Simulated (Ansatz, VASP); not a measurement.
MgO: VASP beside Ansatz

Contents of INCAR:

```
  PREC = Accurate
  ENCUT = 520
  EDIFF = 1E-7
  ISMEAR = 0
  SIGMA = 0.05
  LREAL = False
  LASPH = True
  NELM = 100
  ALGO = Normal
  ISIF = 2
  LWAVE = False
  LCHARG = False
  GGA = PE
  NBANDS = 16
```

Contents of KPOINTS:

```
Automatic mesh
0
Gamma
  9 9 6
```

Contents of POSCAR:

```
MgO
1.0
    3.3883804911      0.0000000000      0.0000000000
   -1.6941902456      2.9344235830      0.0000000000
    0.0000000000      0.0000000000      4.2124346265
Mg O
2 2
Direct
    0.6666666667      0.3333333333      0.7500000000
    0.3333333333      0.6666666667      0.2500000000
    0.6666666667      0.3333333333      0.2500000000
    0.3333333333      0.6666666667      0.7500000000
```

Input for Ansatz:

```yaml
crystal:
  lattice:
    - [3.3883804911, 0.0, 0.0]
    - [-1.6941902456, 2.934423583, 0.0]
    - [0.0, 0.0, 4.2124346265]
  atoms:
    - { symbol: Mg, position: [0.6666666667, 0.3333333333, 0.75] }
    - { symbol: Mg, position: [0.3333333333, 0.6666666667, 0.25] }
    - { symbol: O, position: [0.6666666667, 0.3333333333, 0.25] }
    - { symbol: O, position: [0.3333333333, 0.6666666667, 0.75] }
basis:
  ecutwfc: 520.0
kpoints:
  mp_grid: { grid: [9, 9, 6] }
hamiltonian:
  xc: pbe
  pseudopotentials: { kind: paw, azcp: { folder: soft_1 } }
scf:
  occupations: { method: gaussian, width: 0.05 }
output:
  forces: true
  stress: true
  eigenvalues: true
```

Alike in both runs: task single point; functional PBE; k mesh 9 × 9 × 6; occupations gaussian, width 0.05 eV; no spin polarisation.

|  | VASP | Ansatz |
| --- | --- | --- |
| version | VASP 6.6.1 | Ansatz 0.2.0 |
| potentials or method | VASP PAW PBE potentials, release 64 (Mg, O), cutoff 520 eV | scalar-relativistic, plane waves, PAW |
| valence electrons in the cell | 16 | 32 |

|  | VASP | Ansatz | Ansatz less VASP |
| --- | --- | --- | --- |
| gap on the k mesh at the Fermi level (eV) | 3.66 | 3.68 | +0.021 |
| least direct gap on the mesh (eV) | 3.66 | 3.68 | +0.021 |
| pressure (GPa) | 11.9 | 12.4 | +0.51 |
| traceless stress, the component that is largest in VASP (GPa) | -4.64 | -4.44 | +0.196 |

VASP's potentials hold 16 valence electrons a cell and Ansatz's 32, so a difference there can come from the potentials and not from the codes.
